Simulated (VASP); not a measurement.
CdTe: single point with PBE

CdTe:

```xyz
2
Lattice="0.0000 3.3094 3.3094 3.3094 0.0000 3.3094 3.3094 3.3094 0.0000" Properties=species:S:1:pos:R:3 pbc="T T T"
Cd    0.0000    0.0000    0.0000
Te    1.6547    1.6547    1.6547
```

| Quantity | Value |
| --- | --- |
| Program | VASP 6.6.1 |
| Task | single point |
| Functional | PBE |
| Potentials or basis | VASP PAW PBE potentials, release 64 (Cd, Te) |
| Cutoff | 500 eV |
| k mesh | 10 × 10 × 10 |
| Occupations | gaussian, width 0.02 eV |
| Spin | no spin polarisation |
| Dipole correction | no |
| Further INCAR settings | ALGO = Normal; EDIFF = 1e-06; NBANDS = 16 |

```
Pressure               : 0.1 GPa
Band gap on the k mesh : 0.58 eV
```

Levels at points of the mesh, in eV from the valence-band top:
```csv
k point,band 7,band 8,band 9,band 10,band 11,band 12
"(0.00, 0.00, 0.00)",0.00,0.00,0.00,0.58,4.64,4.64
"(0.50, 0.00, 0.00)",-4.08,-0.69,-0.69,1.76,5.21,5.21
"(0.50, 0.50, 0.00)",-4.01,-1.66,-1.66,2.67,2.74,8.51
```

Run time: 86 s on 1 thread of Intel Xeon 8259CL (shared host), peak memory 0.23 GiB.

Caveat: semilocal functionals underestimate gaps, and a narrow one can read as zero; spin-orbit coupling is left out, which moves the levels of the heavy elements.
